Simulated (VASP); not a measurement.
Write the native input for VASP 6.6.1 that does the following.

| Property | Result |
| --- | --- |
| Task | single point |
| Functional | LDA |
| Potentials or basis | VASP PAW LDA potentials, release 64 (Re) |
| Cutoff | 520 eV |
| k mesh | 9 × 9 × 5 |
| Occupations | fermi-dirac, width 0.05 eV |
| Spin | no spin polarisation |
| Dipole correction | no |
| Further INCAR settings | ALGO = Normal; EDIFF = 1e-07; NBANDS = 14 |

The structure of Re lies in POSCAR:

```
Re
1.0
    2.7408448224      0.0000260313      0.0000298480
   -1.3703998674      2.3736162030     -0.0000097615
    0.0000481992      0.0000096261      4.4064004138
Re
2
Direct
    0.3221392978      0.6627485170      0.2627902138
    0.6554795422      0.3294202130      0.7627875862
```

One way to write it, as run:

INCAR

```
SYSTEM = Re
PREC = Accurate
ENCUT = 520
EDIFF = 1E-7
ISMEAR = -1
SIGMA = 0.05
LREAL = .False.
LASPH = .True.
NELM = 100
ALGO = Normal
ISIF = 2
LWAVE = .False.
LCHARG = .True.
GGA = CA
LELF = .True.
LVHAR = .True.
NBANDS = 14
```

KPOINTS

```
Automatic mesh
0
Gamma
  9 9 5
  0 0 0
```

Potentials or basis: VASP PAW LDA potentials, release 64 (Re).

Command:

```bash
$ cat potpaw_LDA.64/Re/POTCAR > POTCAR
$ mpirun -np 1 vasp_std > vasp.out
```

It gave:

```yaml
Pressure: 1.5 GPa
Band_gap_on_the_k_mesh: zero (band 7 reaches 9.48 eV, above the bottom of band 8 at 6.56 eV)
```

Caveat: spin-orbit coupling is left out, which moves the levels of the heavy elements.

Wall time 32 s on 1 thread of Intel(R) Xeon(R) Platinum 8488C (Sapphire Rapids) (shared host), peak memory 0.16 GiB.
